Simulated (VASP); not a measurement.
# SnO2 (Fm-3m) in VASP: a series of runs

Aim: see how the results for SnO2 move with the level of theory and the settings. Levels: BLYP+D4, PBEsol-based screened hybrid with 25 % exact exchange, RPBE, revPBE, BLYP. Tasks: relaxation of cell and atoms, single point.

Program: VASP 6.6.1. These are calculated values, not measurements. Logs are shortened: lines on timing, memory, paths and dates and some standing lists are left out, and cuts for length are marked.

## 1. The cell of the first run

The structure is cubic, space group Fm-3m (No. 225). Conventional cell: a = 5.148 Å, b = 5.148 Å, c = 5.148 Å, α = 90.00°, β = 90.00°, γ = 90.00°. Sn (site symmetry m-3m) has 8 O at 2.23 Å within 2.9 Å. O (site symmetry -43m) has 4 Sn at 2.23 Å and 6 O at 2.57 Å within 2.9 Å.

## 2. Relaxation of cell and atoms, BLYP+D4

The input, INCAR:

```
AGGAC    = 1.0          
AGGAX    = 1.0          
ALDAC    = 0.0          
ALDAX    = 1.0          
ALGO     = Normal         # electronic algorithm
EDIFF    = 1E-6           # SCF threshold, eV
EDIFFG   = -0.01          # ionic threshold
ENCUT    = 600            # plane-wave cutoff, eV
GGA      = B5             # functional
IBRION   = 2              # ionic algorithm
ISIF     = 3              # what is computed and relaxed
ISMEAR   = -1             # smearing method
IVDW     = 13             # dispersion correction
LASPH    = True           # aspherical terms in the spheres
LCHARG   = False          # write CHGCAR
LREAL    = False          # projectors in reciprocal space
LWAVE    = False          # write WAVECAR
NELM     = 60             # most SCF steps
NSW      = 60             # ionic steps
PREC     = Accurate       # precision mode
SIGMA    = 0.05           # smearing width, eV
VDW_A1   = 0.44488865   
VDW_A2   = 4.0933009    
VDW_S6   = 1.0          
VDW_S8   = 2.34076671
```

The input, KPOINTS:

```
k-points
0
Gamma
  9 9 9
```

The input, POSCAR:

```
SnO2
1.0
    0.0000000000      2.5741500000      2.5741500000
    2.5741500000      0.0000000000      2.5741500000
    2.5741500000      2.5741500000      0.0000000000
Sn O
1 2
Direct
    0.0000000000      0.0000000000      0.0000000000
    0.7500000000      0.7500000000      0.7500000000
    0.2500000000      0.2500000000      0.2500000000
```

Potentials or basis: VASP PAW PBE potentials, release 64 (Sn_d, O).

Run with:

```bash
> cat potpaw_PBE.64/Sn_d/POTCAR potpaw_PBE.64/O/POTCAR > POTCAR
> mpirun -np 1 vasp_std > vasp.out
```

OUTCAR:

```text
EDIFF = 1E-6
   EDIFFG = -0.01
   ENCUT = 600
   GGA = B5
   IBRION = 2
   ISIF = 3
   ISMEAR = -1
   IVDW = 13
   LASPH = True
   LREAL = False
   NELM = 60
   NSW = 60
   PREC = Accurate

 ion  position               nearest neighbor table
   1  0.000  0.000  0.000-   2 2.23   3 2.23   2 2.23   2 2.23   2 2.23   3 2.23   3 2.23   3 2.23

   2  0.750  0.750  0.750-   1 2.23   1 2.23   1 2.23   1 2.23
   3  0.250  0.250  0.250-   1 2.23   1 2.23   1 2.23   1 2.23

  LATTYP: Found a face centered cubic cell.
 ALAT       =     5.1483000000

  Lattice vectors:

 A1 = (   0.0000000000,   2.5741500000,   2.5741500000)
 A2 = (   2.5741500000,   0.0000000000,   2.5741500000)
 A3 = (   2.5741500000,   2.5741500000,   0.0000000000)

Analysis of symmetry for initial positions (statically):
=====================================================================
 Subroutine PRICEL returns:
 Original cell was already a primitive cell.

 Routine SETGRP: Setting up the symmetry group for a
 face centered cubic supercell.

 Subroutine GETGRP returns: Found 48 space group operations
 (whereof 48 operations were pure point group operations)
 out of a pool of 48 trial point group operations.

The static configuration has the point symmetry O_h .

Analysis of symmetry for dynamics (positions and initial velocities):
=====================================================================
 Subroutine PRICEL returns:
 Original cell was already a primitive cell.

 Routine SETGRP: Setting up the symmetry group for a
 face centered cubic supercell.

 Subroutine GETGRP returns: Found 48 space group operations
 (whereof 48 operations were pure point group operations)
 out of a pool of 48 trial point group operations.

The dynamic configuration has the point symmetry O_h .

 Subroutine INISYM returns: Found 48 space group operations
 (whereof 48 operations are pure point group operations),
 and found     1 'primitive' translations

----------------------------------------------------------------------------------------

                                     Primitive cell

  volume of cell :      34.1139

  direct lattice vectors                    reciprocal lattice vectors
     0.000000000  2.574150000  2.574150000    -0.194238875  0.194238875  0.194238875
     2.574150000  0.000000000  2.574150000     0.194238875 -0.194238875  0.194238875
     2.574150000  2.574150000  0.000000000     0.194238875  0.194238875 -0.194238875

  length of vectors
     3.640397842  3.640397842  3.640397842     0.336431600  0.336431600  0.336431600

  position of ions in fractional coordinates (direct lattice)
     0.000000000  0.000000000  0.000000000
     0.750000000  0.750000000  0.750000000
[... 68 lines left out ...]
   NGXF,Y,Z  is equivalent  to a cutoff of  27.40, 27.40, 27.40 a.u.
 SYSTEM =  unknown system
   PREC   = accura    normal or accurate (medium, high low for compatibility)
   ISTART =      0    job   : 0-new  1-cont  2-samecut
   ICHARG =      2    charge: 1-file 2-atom 10-const
   ISPIN  =      1    spin polarized calculation?
   LNONCOLLINEAR =      F non collinear calculations
   LSORBIT =      F    spin-orbit coupling
   LASPH  =      T    aspherical Exc in radial PAW
   ENCUT  =  600.0 eV  44.10 Ry    6.64 a.u.   7.27  7.27  7.27*2*pi/ulx,y,z
   NELM   =     60;   NELMIN=  2; NELMDL= -5     # of ELM steps
   EDIFF  = 0.1E-05   stopping-criterion for ELM
   LREAL  =      F    real-space projection
   EDIFFG = -.1E-01   stopping-criterion for IOM
   NSW    =     60    number of steps for IOM
   IBRION =      2    ionic relax: 0-MD 1-quasi-New 2-CG
   NFREE  =      1    steps in history (QN), initial steepest desc. (CG)
   ISIF   =      3    stress and relaxation
   ISYM   =      2    0-nonsym 1-usesym 2-fastsym
   POTIM  = 0.5000    time-step for ionic-motion
   TEBEG  =    0.0;   TEEND  =   0.0 temperature during run
   PSTRESS=    0.0 pullay stress
   NELECT =      26.0000    total number of electrons
   NUPDOWN=      -1.0000    fix difference up-down
   EMIN   =  10.00;   EMAX   =-10.00  energy-range for DOS
   EFERMI =   0.00;   METHOD = LEGACY
   ISMEAR =    -1;   SIGMA  =   0.05  broadening in eV -4-tet -1-fermi 0-gaus
   EFERMI_NEDOS =   21; number of points for ismear=-14 and -15
   IALGO  =     38    algorithm
   IMIX   =      4    mixing-type and parameters
     AMIX     =   0.40;   BMIX     =  1.00
     AMIX_MAG =   1.60;   BMIX_MAG =  1.00
  volume/ion in A,a.u.               =      11.37        76.74
  Fermi-wavevector in a.u.,A,eV,Ry     =   1.495393  2.825884 30.425363  2.236201
  Thomas-Fermi vector in A             =   2.607544
   LORBIT       =      0    0 simple, 1 ext, 2 COOP (PROOUT), +10 PAW based schemes
   GGA     = B5    functional components
   LHFCALC =     F    Hartree Fock is set to
   AEXX    =    0.0000 exact exchange contribution
   IVDW    =    13    specifies the selected vdW correction
   LEPSILON=     F    determine dielectric tensor
   LRPA    =     F    only Hartree local field effects (RPA)
 conjugate gradient relaxation of ions
 non-spin polarized calculation
  energy-cutoff  :      600.00
  volume of cell :       34.11
 maximum number of plane-waves:      1155
 NGX is ok and might be reduce to    30
   NGX = 15   NGY = 15   NGZ = 15

--------------------------------------- Ionic step        1  -------------------------------------------

 number of electron      25.9999995 magnetization

 Free energy of the ion-electron system (eV)
  ---------------------------------------------------
  ext. energy  EPLUGINS =         0.00000000
  ---------------------------------------------------
  free energy    TOTEN  =       -16.59197891 eV

  energy without entropy =      -16.59119597  energy(sigma->0) =      -16.59158744

------------------------ aborting loop because EDIFF is reached ----------------------------------------

  DFT-D4 for vdW energy calculation

  Edisp (eV):   -1.56990
[... 73 lines left out ...]
--------------------------------------- Ionic step        3  -------------------------------------------

 number of electron      25.9999996 magnetization

 Free energy of the ion-electron system (eV)
  ---------------------------------------------------
  ext. energy  EPLUGINS =         0.00000000
  ---------------------------------------------------
  free energy    TOTEN  =       -16.58424126 eV

  energy without entropy =      -16.58345992  energy(sigma->0) =      -16.58385059

 E-fermi :   7.8868     XC(G=0): -11.1692

 val. band max:        7.6801666561   @ k =   0.0000   0.0000   0.0000
 cond. band min:       8.8713597803   @ k =   0.1111   0.0000   0.0000
 fundamental gap:      1.1911931242
 Fermi energy:         7.8868027624

 k-point     1 :       0.0000    0.0000    0.0000
  band No.  band energies     occupation
      1     -12.7939      2.00000
      2     -12.7939      2.00000
      3     -12.7939      2.00000
      4     -12.6611      2.00000
      5     -12.6611      2.00000
      6     -11.4661      2.00000
[... 457 lines left out ...]
      4     -12.6548      2.00000
      5     -12.6229      2.00000
      6      -9.8852      2.00000
[... 9 lines left out ...]
     16      18.0421      0.00000
     17      19.4554      0.00000

 [... further k-points ...]

------------------------ aborting loop because EDIFF is reached ----------------------------------------

  DFT-D4 for vdW energy calculation

  Edisp (eV):   -1.57819
[... 26 lines left out ...]
  FREE ENERGIE OF THE ION-ELECTRON SYSTEM (eV)
  ---------------------------------------------------
  free  energy   TOTEN  =       -18.1624279463 eV

  energy  without entropy=      -18.1616466050  energy(sigma->0) =      -18.16203728

 reached required accuracy - stopping structural energy minimisation
```

OSZICAR:

```text
N       E                     dE             d eps       ncg     rms          rms(c)
DAV:   1     0.259902791554E+03    0.25990E+03   -0.15318E+04  1215   0.259E+03
DAV:   2     0.291565663150E+01   -0.25699E+03   -0.25007E+03  1391   0.531E+02
DAV:   3    -0.197737813771E+02   -0.22689E+02   -0.22354E+02  1307   0.151E+02
DAV:   4    -0.204017875525E+02   -0.62801E+00   -0.62687E+00  1428   0.255E+01
[... 21 lines left out ...]
DAV:   3    -0.165843353253E+02    0.64230E-03   -0.12223E-03  1505   0.985E-01    0.481E-02
DAV:   4    -0.165842512103E+02    0.84115E-04   -0.23501E-04  1714   0.384E-01    0.788E-03
DAV:   5    -0.165842433114E+02    0.78989E-05   -0.28032E-05  1258   0.580E-02    0.327E-03
DAV:   6    -0.165842414446E+02    0.18668E-05   -0.86783E-07   724   0.138E-02    0.194E-03
DAV:   7    -0.165842412600E+02    0.18458E-06   -0.20141E-07   623   0.742E-03
   3 F= -.18162428E+02 E0= -.18162037E+02  d E =-.553592E-03
```

Run time: 2.6 min. Hardware: 1 thread of Intel Xeon 8259CL, shared host; peak memory 0.19 GiB.

What came out:

- Free energy: -18.1624 eV
- Relaxed volume: 11.31 Å³/atom
- Relaxed cell: a = 3.634 Å, b = 3.634 Å, c = 3.634 Å, α = 60.00°, β = 60.00°, γ = 60.00°
- Space group after relaxing (to 0.1 Å): Fm-3m (No. 225)
- Energy gained by relaxing: 0.2 meV/atom
- Ionic steps: 3
- Pressure after relaxing: 0.0 GPa
- Dispersion energy per atom: -0.526 eV

The path:
| step | energy change (eV) | largest force (eV/Å) | pressure (GPa) | volume (Å³) |
| --- | --- | --- | --- | --- |
| 1 | 0.0000 | 0.0000 | -0.97 | 34.11 |
| 2 | -0.0001 | 0.0000 | 0.84 | 33.78 |
| 3 | -0.0006 | 0.0000 | -0.02 | 33.93 |

Final structure:
```
Sn O
1.0
     0.00000    2.56962    2.56962
     2.56962    0.00000    2.56962
     2.56962    2.56962    0.00000
Sn O
1 2
Direct
  0.00000 0.00000 0.00000
  0.75000 0.75000 0.75000
  0.25000 0.25000 0.25000
```

Caveat: the PAW data sets were made with another functional, which shifts forces and pressure a little; spin-orbit coupling is left out, which moves the levels of the heavy elements.

## 3. Single point, PBEsol-based screened hybrid with 25 % exact exchange

POSCAR is that of step 2.

The input, INCAR.step1:

```
  PREC = Accurate
  ENCUT = 520
  EDIFF = 1E-5
  ISMEAR = -1
  SIGMA = 0.05
  LREAL = F
  LASPH = T
  NELM = 80
  ALGO = Normal
  ISIF = 2
  LWAVE = T
  LCHARG = F
  NBANDS = 20
  GGA = PE
```

The input, INCAR.step2:

```
  PREC = Accurate
  ENCUT = 520
  EDIFF = 1E-6
  ISMEAR = -1
  SIGMA = 0.05
  LREAL = F
  LASPH = T
  NELM = 80
  ALGO = Normal
  ISIF = 2
  LWAVE = F
  LCHARG = F
  GGA = PS
  LHFCALC = T
  AEXX = 0.25
  HFSCREEN = 0.207
  PRECFOCK = Normal
  NBANDS = 20
  ISTART = 1
```

The input, KPOINTS:

```
regular mesh
0
Gamma
  5 5 5
```

Potentials or basis: VASP PAW PBE potentials, release 64 (Sn_d, O).

Run with:

```bash
> cat potpaw_PBE.64/Sn_d/POTCAR potpaw_PBE.64/O/POTCAR > POTCAR
> cp INCAR.step1 INCAR
> mpirun -np 1 vasp_std > vasp.out
> cp INCAR.step2 INCAR
> mpirun -np 1 vasp_std > vasp.out
```

Wall time 51 min (1 thread of Intel Xeon 8259CL, shared host); peak memory 0.27 GiB.

Results (log left out):

```yaml
Free_energy: -23.5804 eV
Pressure: -16.1 GPa
Band_gap_on_the_k_mesh: 1.18 eV (least direct gap 2.45 eV)
```

Levels at points of the mesh, in eV from the valence-band top:
```csv
k point,band 10,band 11,band 12,band 13,band 14,band 15,band 16,band 17
"(0.00, 0.00, 0.00)",-2.93,-1.27,-1.27,-1.27,1.18,8.58,8.58,8.58
```

Caveat: the k points lie up to 0.42 Å⁻¹ apart; the PAW data sets were made with another functional, which shifts forces and pressure a little; spin-orbit coupling is left out, which moves the levels of the heavy elements; an odd mesh through Γ misses points on the zone boundary, where band edges can lie.

## 4. Single point, RPBE

The input, INCAR:

```
PREC = Accurate
ENCUT = 520
EDIFF = 1E-7
ISMEAR = -1
SIGMA = 0.05
LREAL = F
LASPH = T
NELM = 60
ALGO = Normal
ISIF = 2
LWAVE = F
LCHARG = F
GGA = RP
NBANDS = 20
```

The input, KPOINTS:

```
Automatic mesh
0
Gamma
  9 9 9
```

POSCAR is that of step 3.

Run with:

```bash
> cat potpaw_PBE.64/Sn_d/POTCAR potpaw_PBE.64/O/POTCAR > POTCAR
> mpirun -np 1 vasp_std > vasp.out
```

It took 50 s on 1 thread of Intel Xeon 8259CL, shared host; peak memory 0.17 GiB.

It converged, with:

```yaml
Free_energy: -16.6859 eV
Pressure: 4.3 GPa
Band_gap_on_the_k_mesh: zero (bands 13 and 14 overlap by 0.03 eV)
```

Levels at points of the mesh, in eV from the Fermi level:
```csv
k point,band 9,band 10,band 11,band 12,band 13,band 14,band 15,band 16,band 17,band 18
"(0.00, 0.00, 0.00)",-2.92,-2.92,-1.43,-1.43,-1.43,-0.24,6.96,6.96,6.96,13.43
```

Caveat: the cell stands under pressure; semilocal functionals underestimate gaps, so a narrow gap can read as zero; the PAW data sets were made with another functional, which shifts forces and pressure a little; spin-orbit coupling is left out, which moves the levels of the heavy elements.

## 5. Single point, revPBE

Edit INCAR of step 4 so:

```diff
@@ -11,4 +11,6 @@
 LWAVE = F
-LCHARG = F
-GGA = RP
+LCHARG = T
+GGA = RE
+LELF = T
+LVHAR = T
 NBANDS = 20
```

The input, KPOINTS:

```
regular mesh
0
Gamma
  9 9 9
```

POSCAR is that of step 4.

Run with:

```bash
> cat potpaw_PBE.64/Sn_d/POTCAR potpaw_PBE.64/O/POTCAR > POTCAR
> mpirun -np 1 vasp_std > vasp.out
```

Run time: 56 s. Hardware: 1 thread of Intel Xeon 8259CL, shared host; peak memory 0.17 GiB.

Results (log left out):

* Free energy: -16.8377 eV
* Pressure: 3.1 GPa
* Band gap on the k mesh: zero (bands 13 and 14 overlap by 0.05 eV)

Levels at points of the mesh, in eV from the Fermi level:
| k point | band 9 | band 10 | band 11 | band 12 | band 13 | band 14 | band 15 | band 16 | band 17 | band 18 |
| --- | --- | --- | --- | --- | --- | --- | --- | --- | --- | --- |
| (0.00, 0.00, 0.00) | -2.92 | -2.92 | -1.43 | -1.43 | -1.43 | -0.26 | 6.93 | 6.93 | 6.93 | 13.34 |

Caveat: the cell stands under pressure; semilocal functionals underestimate gaps, so a narrow gap can read as zero; the PAW data sets were made with another functional, which shifts forces and pressure a little; spin-orbit coupling is left out, which moves the levels of the heavy elements.

## 6. Single point, BLYP

The input, INCAR:

```
SYSTEM = SnO2
PREC = Accurate ; ENCUT = 520
EDIFF = 1E-7 ; ISMEAR = -1
SIGMA = 0.05 ; LREAL = .FALSE.
LASPH = .TRUE. ; NELM = 80
ALGO = Normal ; ISIF = 2
LWAVE = .FALSE. ; LCHARG = .TRUE.
GGA = B5 ; ALDAX = 1.0
AGGAX = 1.0 ; AGGAC = 1.0
ALDAC = 0.0 ; LELF = .TRUE.
LVHAR = .TRUE. ; NBANDS = 20
```

The input, KPOINTS:

```
regular mesh
0
G
  9 9 9
  0 0 0
```

POSCAR is that of step 5.

Potentials or basis: VASP PAW PBE potentials, release 64 (Sn_d, O).

Run with:

```bash
> cat potpaw_PBE.64/Sn_d/POTCAR potpaw_PBE.64/O/POTCAR > POTCAR
> mpirun -np 1 vasp_std > vasp.out
```

Run time: 61 s. Hardware: 1 thread of Intel Xeon 8259CL, shared host; peak memory 0.17 GiB.

The run converged. Its results:

```yaml
Free_energy: -16.5876 eV
Pressure: 6.5 GPa
Band_gap_on_the_k_mesh: zero (bands 13 and 14 overlap by 0.05 eV)
```

Levels at points of the mesh, in eV from the Fermi level:
| k point | band 10 | band 11 | band 12 | band 13 | band 14 | band 15 | band 16 | band 17 |
| --- | --- | --- | --- | --- | --- | --- | --- | --- |
| (0.00, 0.00, 0.00) | -2.86 | -1.42 | -1.42 | -1.42 | -0.26 | 6.95 | 6.95 | 6.95 |

Caveat: the cell stands under pressure; semilocal functionals underestimate gaps, so a narrow gap can read as zero; the PAW data sets were made with another functional, which shifts forces and pressure a little; spin-orbit coupling is left out, which moves the levels of the heavy elements.

## 7. Overview

```csv
task,level,cell,k mesh,cutoff (eV),grid for exact exchange (PRECFOCK),share of exact exchange,screening parameter,gap on the mesh (eV),pressure (GPa)
relaxation of cell and atoms,BLYP+D4,relaxed,9 × 9 × 9,600,-,-,-,-,0.0
single point,PBEsol-based screened hybrid with 25 % exact exchange,as given,5 × 5 × 5,520,Normal,0.25,0.207 1/Å,1.18,-16.1
single point,RPBE,as given,9 × 9 × 9,520,-,-,-,none,4.3
single point,revPBE,as given,9 × 9 × 9,520,-,-,-,none,3.1
single point,BLYP,as given,9 × 9 × 9,520,-,-,-,none,6.5
```

Alike in all rows: potentials or basis VASP PAW PBE potentials, release 64 (Sn_d, O); no spin polarisation; smearing fermi-dirac 0.05 eV.

Caveats: some runs use coarse meshes; the PAW data sets were made with another functional, which shifts forces and pressure a little; spin-orbit coupling is left out, which moves the levels of the heavy elements; the cell stands under pressure (at least some runs); semilocal functionals underestimate gaps, so a narrow gap can read as zero (at least some runs); an odd mesh through Γ misses points on the zone boundary, where band edges can lie (at least some runs).

Absolute energies hang on the potentials; compare differences alone.
